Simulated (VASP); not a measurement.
# Te2Pt: single point with PBE

The system is Te2Pt.

```xyz
3
Lattice="4.1992 0.0000 0.0000 -2.0996 3.6366 0.0000 0.0000 0.0000 5.5342" Properties=species:S:1:pos:R:3 pbc="T T T"
Te    0.0000    2.4244    1.3994
Te    2.0996    1.2122    4.1347
Pt    0.0000    0.0000    0.0000
```

* Program: VASP 6.6.1
* Task: single point
* Functional: PBE
* Potentials or basis: VASP PAW PBE potentials, release 64 (Te, Pt)
* Cutoff: 500 eV
* k mesh: 12 × 12 × 8
* Occupations: gaussian, width 0.15 eV
* Spin: collinear spin
* Starting moments: [0.0, 0.0, 0.062] μB
* Fixed moment: 0.0625 μB
* Dipole correction: no
* Further INCAR settings: ALGO = Normal; EDIFF = 1e-06; NBANDS = 22

| Property | Result |
| --- | --- |
| Pressure | -6.2 GPa |
| Largest force | 0.649 eV/Å |
| Net moment | 0.06 μB per cell |
| Valence electrons inside the program's atomic spheres | Te 3.26; Pt 9.15 |

Forces in eV/Å, atoms in the order of the input:
```
Te   0.000  0.000 -0.649
Te   0.000  0.000  0.649
Pt   0.000  0.000  0.000
```

Stress tensor (GPa, compression positive):
```
-6.81  0.00  0.00
 0.00 -6.81  0.00
 0.00  0.00 -4.87
```

It took 3.7 min on 1 thread of Intel(R) Xeon(R) Platinum 8488C (Sapphire Rapids) (shared host), peak memory 0.48 GiB.

Caveat: the cell stands under tension; the total moment is fixed, so each spin has its own Fermi level.
